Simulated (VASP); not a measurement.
# MnO (Fm-3m) in VASP: further runs

The runs below take MnO through single point, with PBE+U.

Everything below comes from runs of VASP 6.6.1. Logs are shortened: lines on timing, memory, paths and dates and some standing lists are left out, and cuts for length are marked.

### Step 1. The cell of the first run

The structure is cubic, space group Fm-3m (No. 225). Conventional cell: a = 4.444 Å, b = 4.444 Å, c = 4.444 Å, α = 90.00°, β = 90.00°, γ = 90.00°. Within 2.9 Å of Mn (site symmetry m-3m) lie 6 O at 2.22 Å. Within 2.9 Å of O (site symmetry m-3m) lie 6 Mn at 2.22 Å.

### Step 2. Single point, PBE+U, collinear spin, ferromagnetic start

Input file INCAR:

```
SYSTEM = MnO
PREC     = Accurate       ! precision mode
ENCUT    = 520            ! plane-wave cutoff, eV
EDIFF    = 1E-6           ! SCF threshold, eV
ISMEAR   = 0              ! smearing method
SIGMA    = 0.05           ! smearing width, eV
LREAL    = .FALSE.        ! projectors in reciprocal space
LASPH    = .TRUE.         ! aspherical terms in the spheres
NELM     = 150            ! most SCF steps
ALGO     = Normal         ! electronic algorithm
ISIF     = 2              ! what is computed and relaxed
LWAVE    = .FALSE.        ! write WAVECAR
LCHARG   = .TRUE.         ! write CHGCAR
ISPIN    = 2              ! spin polarisation
MAGMOM   = 5 0            ! initial moments
LORBIT   = 11             ! projections on sites
LMAXMIX  = 4              ! l up to which the mixer works
LDAU     = .TRUE.         ! DFT+U
LDAUTYPE = 2            
LDAUL    = 2 -1           ! shell
LDAUU    = 3.9 0          ! U, eV
LDAUJ    = 0 0          
LDAUPRINT= 1            
GGA      = PE             ! functional
LELF     = .TRUE.         ! ELF
LVHAR    = .TRUE.       
NBANDS   = 20             ! bands
```

Input file KPOINTS:

```
Automatic mesh
0
G
  10 10 10
  0 0 0
```

Input file POSCAR:

```
MnO
1.0
    0.0000000000      2.2220003343      2.2220003343
    2.2220003343      0.0000000000      2.2220003343
    2.2220003343      2.2220003343      0.0000000000
Mn O
1 1
Direct
    0.0000000000      0.0000000000      0.0000000000
    0.5000000000      0.5000000000      0.5000000000
```

Potentials or basis: VASP PAW PBE potentials, release 64 (Mn_pv, O).

Run with:

```console
cat potpaw_PBE.64/Mn_pv/POTCAR potpaw_PBE.64/O/POTCAR > POTCAR
mpirun -np 1 vasp_std > vasp.out
```

OUTCAR:

```text
SYSTEM = MnO
   PREC = Accurate
   ENCUT = 520
   EDIFF = 1E-6
   ISMEAR = 0
   LREAL = .FALSE.
   LASPH = .TRUE.
   NELM = 150
   ISIF = 2
   ISPIN = 2
   LORBIT = 11
   GGA = PE

 ion  position               nearest neighbor table
   1  0.000  0.000  0.000-   2 2.22   2 2.22   2 2.22   2 2.22   2 2.22   2 2.22
   2  0.500  0.500  0.500-   1 2.22   1 2.22   1 2.22   1 2.22   1 2.22   1 2.22

  LATTYP: Found a face centered cubic cell.
 ALAT       =     4.4440006686

  Lattice vectors:

 A1 = (   0.0000000000,   2.2220003343,   2.2220003343)
 A2 = (   2.2220003343,   0.0000000000,   2.2220003343)
 A3 = (   2.2220003343,   2.2220003343,   0.0000000000)

Analysis of symmetry for initial positions (statically):
=====================================================================
 Subroutine PRICEL returns:
 Original cell was already a primitive cell.

 Routine SETGRP: Setting up the symmetry group for a
 face centered cubic supercell.

 Subroutine GETGRP returns: Found 48 space group operations
 (whereof 48 operations were pure point group operations)
 out of a pool of 48 trial point group operations.

The static configuration has the point symmetry O_h .

Analysis of symmetry for dynamics (positions and initial velocities):
=====================================================================
 Subroutine PRICEL returns:
 Original cell was already a primitive cell.

 Routine SETGRP: Setting up the symmetry group for a
 face centered cubic supercell.

 Subroutine GETGRP returns: Found 48 space group operations
 (whereof 48 operations were pure point group operations)
 out of a pool of 48 trial point group operations.

The dynamic configuration has the point symmetry O_h .

Analysis of structural, dynamic, and magnetic symmetry:
=====================================================================
 Subroutine PRICEL returns:
 Original cell was already a primitive cell.

 Routine SETGRP: Setting up the symmetry group for a
 face centered cubic supercell.

 Subroutine GETGRP returns: Found 48 space group operations
 (whereof 48 operations were pure point group operations)
 out of a pool of 48 trial point group operations.

The overall configuration has the point symmetry O_h .

 Subroutine INISYM returns: Found 48 space group operations
 (whereof 48 operations are pure point group operations),
 and found     1 'primitive' translations

----------------------------------------------------------------------------------------

                                     Primitive cell

  volume of cell :      21.9413

  direct lattice vectors                    reciprocal lattice vectors
     0.000000000  2.222000334  2.222000334    -0.225022468  0.225022468  0.225022468
     2.222000334  0.000000000  2.222000334     0.225022468 -0.225022468  0.225022468
     2.222000334  2.222000334  0.000000000     0.225022468  0.225022468 -0.225022468

  length of vectors
     3.142383008  3.142383008  3.142383008     0.389750348  0.389750348  0.389750348

  position of ions in fractional coordinates (direct lattice)
     0.000000000  0.000000000  0.000000000
     0.500000000  0.500000000  0.500000000

  ion indices of the primitive-cell ions
   primitive index   ion index
                 1           1
                 2           2

----------------------------------------------------------------------------------------

 KPOINTS: Automatic mesh

Automatic generation of k-mesh.
 Grid dimensions read from file:
 generate k-points for:   10   10   10

 Generating k-lattice:

[... 57 lines left out ...]
   LSORBIT =      F    spin-orbit coupling
   LASPH  =      T    aspherical Exc in radial PAW
   ENCUT  =  520.0 eV  38.22 Ry    6.18 a.u.   5.84  5.84  5.84*2*pi/ulx,y,z
   NELM   =    150;   NELMIN=  2; NELMDL= -5     # of ELM steps
   EDIFF  = 0.1E-05   stopping-criterion for ELM
   LREAL  =      F    real-space projection
   EDIFFG = 0.1E-04   stopping-criterion for IOM
   NSW    =      0    number of steps for IOM
   IBRION =     -1    ionic relax: 0-MD 1-quasi-New 2-CG
   NFREE  =      0    steps in history (QN), initial steepest desc. (CG)
   ISIF   =      2    stress and relaxation
   ISYM   =      2    0-nonsym 1-usesym 2-fastsym
   POTIM  = 0.5000    time-step for ionic-motion
   TEBEG  =    0.0;   TEEND  =   0.0 temperature during run
   PSTRESS=    0.0 pullay stress
   NELECT =      19.0000    total number of electrons
   NUPDOWN=      -1.0000    fix difference up-down
   EMIN   =  10.00;   EMAX   =-10.00  energy-range for DOS
   EFERMI =   0.00;   METHOD = LEGACY
   ISMEAR =     0;   SIGMA  =   0.05  broadening in eV -4-tet -1-fermi 0-gaus
   EFERMI_NEDOS =   21; number of points for ismear=-14 and -15
   IALGO  =     38    algorithm
   IMIX   =      4    mixing-type and parameters
     AMIX     =   0.40;   BMIX     =  1.00
     AMIX_MAG =   1.60;   BMIX_MAG =  1.00
  volume/ion in A,a.u.               =      10.97        74.03
  Fermi-wavevector in a.u.,A,eV,Ry     =   1.560409  2.948746 33.128523  2.434878
  Thomas-Fermi vector in A             =   2.663626
   LORBIT       =     11    0 simple, 1 ext, 2 COOP (PROOUT), +10 PAW based schemes
 LDA+U is selected, type is set to LDAUTYPE =  2
   angular momentum for each species LDAUL =     2   -1
   U (eV)           for each species LDAUU =   3.9  0.0
   J (eV)           for each species LDAUJ =   0.0  0.0
   GGA     = PE    functional components
   LHFCALC =     F    Hartree Fock is set to
   AEXX    =    0.0000 exact exchange contribution
   IVDW    =     0    specifies the selected vdW correction
   LEPSILON=     F    determine dielectric tensor
   LRPA    =     F    only Hartree local field effects (RPA)
 spin polarized calculation
 Gauss-broadening in eV      SIGMA  =   0.05
  energy-cutoff  :      520.00
  volume of cell :       21.94
 maximum number of plane-waves:       609
   NGX = 11   NGY = 11   NGZ = 11

atom =   1  type =  1  l = 2

 onsite density matrix

spin component  1

  0.9404  0.0000 -0.0000  0.0000 -0.0000
  0.0000  0.9404  0.0000 -0.0000  0.0000
 -0.0000  0.0000  0.9770  0.0000  0.0000
  0.0000 -0.0000  0.0000  0.9404  0.0000
 -0.0000  0.0000  0.0000  0.0000  0.9770

spin component  2

  0.0192  0.0000  0.0000 -0.0000 -0.0000
  0.0000  0.0192  0.0000 -0.0000  0.0000
  0.0000  0.0000  0.0735  0.0000 -0.0000
 -0.0000 -0.0000  0.0000  0.0192  0.0000
 -0.0000  0.0000 -0.0000  0.0000  0.0735

 occupancies and eigenvectors

  o =  0.0192  v =  0.0000  0.0000  0.0000  0.0000  0.0000  1.0000 -0.0007 -0.0000  0.0032  0.0000      0.0000  0.0000  0.0000  0.0000  0.0000  0.0000  0.0000  0.0000  0.0000  0.0000
  o =  0.0192  v =  0.0000  0.0000  0.0000  0.0000  0.0000  0.0007  1.0000  0.0000  0.0032 -0.0000      0.0000  0.0000  0.0000  0.0000  0.0000  0.0000  0.0000  0.0000  0.0000  0.0000
  o =  0.0192  v =  0.0000  0.0000  0.0000  0.0000  0.0000  0.0032  0.0032 -0.0000 -1.0000  0.0000      0.0000  0.0000  0.0000  0.0000  0.0000  0.0000  0.0000  0.0000  0.0000  0.0000
  o =  0.0735  v =  0.0000  0.0000  0.0000  0.0000  0.0000  0.0000  0.0000 -0.0437 -0.0000 -0.9990      0.0000  0.0000  0.0000  0.0000  0.0000  0.0000  0.0000  0.0000  0.0000  0.0000
  o =  0.0735  v =  0.0000  0.0000  0.0000  0.0000  0.0000 -0.0000 -0.0000 -0.9990  0.0000  0.0437      0.0000  0.0000  0.0000  0.0000  0.0000  0.0000  0.0000  0.0000  0.0000  0.0000
  o =  0.9404  v =  0.0000  0.2037 -0.0000  0.9790 -0.0000  0.0000  0.0000  0.0000  0.0000  0.0000      0.0000  0.0000  0.0000  0.0000  0.0000  0.0000  0.0000  0.0000  0.0000  0.0000
  o =  0.9404  v =  0.0000  0.9790 -0.0000 -0.2037  0.0000  0.0000  0.0000  0.0000  0.0000  0.0000      0.0000  0.0000  0.0000  0.0000  0.0000  0.0000  0.0000  0.0000  0.0000  0.0000
  o =  0.9404  v =  1.0000  0.0000  0.0000  0.0000  0.0000  0.0000  0.0000  0.0000  0.0000  0.0000      0.0000  0.0000  0.0000  0.0000  0.0000  0.0000  0.0000  0.0000  0.0000  0.0000
  o =  0.9770  v =  0.0000  0.0000  0.0055 -0.0000 -1.0000  0.0000  0.0000  0.0000  0.0000  0.0000      0.0000  0.0000  0.0000  0.0000  0.0000  0.0000  0.0000  0.0000  0.0000  0.0000
  o =  0.9770  v =  0.0000  0.0000  1.0000  0.0000  0.0055  0.0000  0.0000  0.0000  0.0000  0.0000      0.0000  0.0000  0.0000  0.0000  0.0000  0.0000  0.0000  0.0000  0.0000  0.0000

 number of electron      18.9999992 magnetization       4.9999992

 Free energy of the ion-electron system (eV)
  ---------------------------------------------------
  ext. energy  EPLUGINS =         0.00000000
  ---------------------------------------------------
  free energy    TOTEN  =       -15.45770587 eV

  energy without entropy =      -15.45770501  energy(sigma->0) =      -15.45770544

 E-fermi :   7.0396     XC(G=0): -11.8083

 val. band max:        6.9220057676   @ k =   0.5000   0.0000   0.0000
 cond. band min:       7.1343333627   @ k =   0.0000   0.0000   0.0000
 fundamental gap:      0.2123275950
 Fermi energy:         7.0395751010

 spin component 1

 k-point     1 :       0.0000    0.0000    0.0000
  band No.  band energies     occupation
      1     -42.8342      1.00000
      2     -42.8342      1.00000
      3     -42.8342      1.00000
      4     -12.4388      1.00000
      5       2.7388      1.00000
      6       2.7388      1.00000
[... 1097 lines left out ...]
     19      33.7074      0.00000
     20      35.3014      0.00000

 [... further k-points ...]
[... 5 lines left out ...]
  --------------------------------------------------------------------------------------
  -------------------------------------------------------------------------------------
  Total        1.0784597      1.0784597      1.0784597      0.0000000      0.0000000     -0.0000000
  in kB       78.7502840     78.7502840     78.7502840      0.0000000      0.0000000     -0.0000000
  external PRESSURE =      78.7502840 kB  Pullay stress =       0.0000000 kB

 VOLUME and BASIS-vectors are now :
 -----------------------------------------------------------------------------
  energy-cutoff  :      520.00
  volume of cell :       21.94
      direct lattice vectors                 reciprocal lattice vectors
     0.000000000  2.222000334  2.222000334    -0.225022468  0.225022468  0.225022468
     2.222000334  0.000000000  2.222000334     0.225022468 -0.225022468  0.225022468
     2.222000334  2.222000334  0.000000000     0.225022468  0.225022468 -0.225022468

 POSITION                                       TOTAL-FORCE (eV/Angst)
 -----------------------------------------------------------------------------------
      0.00000      0.00000      0.00000         0.000000      0.000000      0.000000
      2.22200      2.22200      2.22200         0.000000      0.000000      0.000000
 -----------------------------------------------------------------------------------
    total drift:                                0.000000     -0.000000     -0.000000

  FREE ENERGIE OF THE ION-ELECTRON SYSTEM (eV)
  ---------------------------------------------------
  free  energy   TOTEN  =       -15.4577058724 eV

  energy  without entropy=      -15.4577050120  energy(sigma->0) =      -15.45770544

 total charge

# of ion       s       p       d       tot
------------------------------------------
    1        0.208   6.184   4.960  11.352
    2        1.555   3.456   0.000   5.011
--------------------------------------------------
tot          1.763   9.641   4.960  16.363

 magnetization (x)

# of ion       s       p       d       tot
------------------------------------------
    1        0.033   0.027   4.562   4.621
    2        0.024   0.133   0.000   0.157
--------------------------------------------------
tot          0.056   0.160   4.562   4.778
```

Run time: 14 s. Hardware: 1 thread of Intel Xeon 6975P-C (Granite Rapids), shared host; peak memory 0.16 GiB.

Results:

```yaml
Free_energy: -15.4577 eV
Pressure: 7.9 GPa
Band_gap_on_the_k_mesh: 0.21 eV, indirect (least direct gap 2.70 eV)
Net_moment: 5.00 μB per cell
Site_moments: Mn +4.62; O +0.16 μB
Valence_electrons_inside_the_program's_atomic_spheres: Mn 11.35; O 5.01
```

Eigenvalues of the final occupation matrices:
| site | spin | trace | eigenvalues |
| --- | --- | --- | --- |
| site 1 d | 1 | 4.78 | 0.94 0.94 0.94 0.98 0.98 |
| site 1 d | 2 | 0.20 | 0.02 0.02 0.02 0.07 0.07 |

Caveat: a cell with one magnetic atom can't hold antiferromagnetic order, which such compounds often take.

### Step 3. Single point, PBE+U, collinear spin, ferromagnetic start

Input file INCAR:

```
SYSTEM = MnO
  PREC = Accurate
  ENCUT = 600
  EDIFF = 1E-6
  ISMEAR = 0
  SIGMA = 0.05
  LREAL = .False.
  LASPH = .True.
  NELM = 200
  ALGO = Normal
  ISIF = 2
  LWAVE = .False.
  LCHARG = .False.
  ISPIN = 2
  MAGMOM = 5 0
  LORBIT = 11
  LMAXMIX = 4
  LDAU = .True.
  LDAUTYPE = 2
  LDAUL = 2 -1
  LDAUU = 3.9 0
  LDAUJ = 0 0
  LDAUPRINT = 1
  GGA = PE
  NBANDS = 22
  GGA_COMPAT = .False.
```

Input file KPOINTS:

```
regular mesh
0
Gamma
  5 5 5
  0 0 0
```

POSCAR is that of step 2.

Potentials or basis: VASP PAW PBE potentials, release 64 (Mn_sv, O).

Run with:

```console
cat potpaw_PBE.64/Mn_sv/POTCAR potpaw_PBE.64/O/POTCAR > POTCAR
mpirun -np 1 vasp_std > vasp.out
```

OUTCAR:

```text
SYSTEM = MnO
   PREC = Accurate
   ENCUT = 600
   EDIFF = 1E-6
   ISMEAR = 0
   LREAL = .False.
   LASPH = .True.
   NELM = 200
   ISIF = 2
   ISPIN = 2
   LORBIT = 11
   GGA = PE

 ion  position               nearest neighbor table
   1  0.000  0.000  0.000-   2 2.22   2 2.22   2 2.22   2 2.22   2 2.22   2 2.22
   2  0.500  0.500  0.500-   1 2.22   1 2.22   1 2.22   1 2.22   1 2.22   1 2.22

  LATTYP: Found a face centered cubic cell.
 ALAT       =     4.4440006686

  Lattice vectors:

 A1 = (   0.0000000000,   2.2220003343,   2.2220003343)
 A2 = (   2.2220003343,   0.0000000000,   2.2220003343)
 A3 = (   2.2220003343,   2.2220003343,   0.0000000000)

[... 732 lines left out ...]

 VOLUME and BASIS-vectors are now :
 -----------------------------------------------------------------------------
  energy-cutoff  :      600.00
  volume of cell :       21.94
      direct lattice vectors                 reciprocal lattice vectors
     0.000000000  2.222000334  2.222000334    -0.225022468  0.225022468  0.225022468
     2.222000334  0.000000000  2.222000334     0.225022468 -0.225022468  0.225022468
     2.222000334  2.222000334  0.000000000     0.225022468  0.225022468 -0.225022468

 POSITION                                       TOTAL-FORCE (eV/Angst)
 -----------------------------------------------------------------------------------
      0.00000      0.00000      0.00000        -0.000000     -0.000000     -0.000000
      2.22200      2.22200      2.22200         0.000000      0.000000      0.000000
 -----------------------------------------------------------------------------------
    total drift:                                0.000000      0.000000      0.000000

  FREE ENERGIE OF THE ION-ELECTRON SYSTEM (eV)
  ---------------------------------------------------
  free  energy   TOTEN  =       -15.3074695500 eV

  energy  without entropy=      -15.3074695446  energy(sigma->0) =      -15.30746955

 total charge

# of ion       s       p       d       tot
------------------------------------------
    1        2.115   6.014   4.746  12.876
    2        1.551   3.459   0.000   5.009
--------------------------------------------------
tot          3.666   9.472   4.746  17.885

 magnetization (x)

# of ion       s       p       d       tot
------------------------------------------
    1        0.023   0.015   4.455   4.493
    2        0.025   0.147   0.000   0.171
--------------------------------------------------
tot          0.048   0.162   4.455   4.664
```

stdout:

```text
POSCAR found type information on POSCAR MnO
 POSCAR found :  2 types and       2 ions
 scaLAPACK will be used
 LDA part: xc-table for (Slater+PW92), standard interpolation
 POSCAR, INCAR and KPOINTS ok, starting setup
 FFT: planning ... GRIDC
 FFT: planning ... GRID_SOFT
 FFT: planning ... GRID
 WAVECAR not read
 entering main loop
```

It took 30 s on 1 thread of AMD EPYC 7R13 (Zen 3), shared host; peak memory 0.13 GiB.

Results:

```
Free energy                                           : -15.3075 eV
Pressure                                              : 5.2 GPa
Band gap on the k mesh                                : 0.35 eV, indirect (least direct gap 2.73 eV)
Net moment                                            : 5.00 μB per cell
Site moments                                          : Mn +4.49; O +0.17 μB
Valence electrons inside the program's atomic spheres : Mn 12.88; O 5.01
```

Eigenvalues of the final occupation matrices:
| site | spin | trace | eigenvalues |
| --- | --- | --- | --- |
| site 1 d | 1 | 4.62 | 0.91 0.91 0.91 0.94 0.94 |
| site 1 d | 2 | 0.15 | 0.01 0.01 0.01 0.05 0.05 |

Caveat: the k points lie up to 0.49 Å⁻¹ apart; a cell with one magnetic atom can't hold antiferromagnetic order, which such compounds often take. The state reached can hang on the start; a lower one may exist.

[end of part 1 of 2]
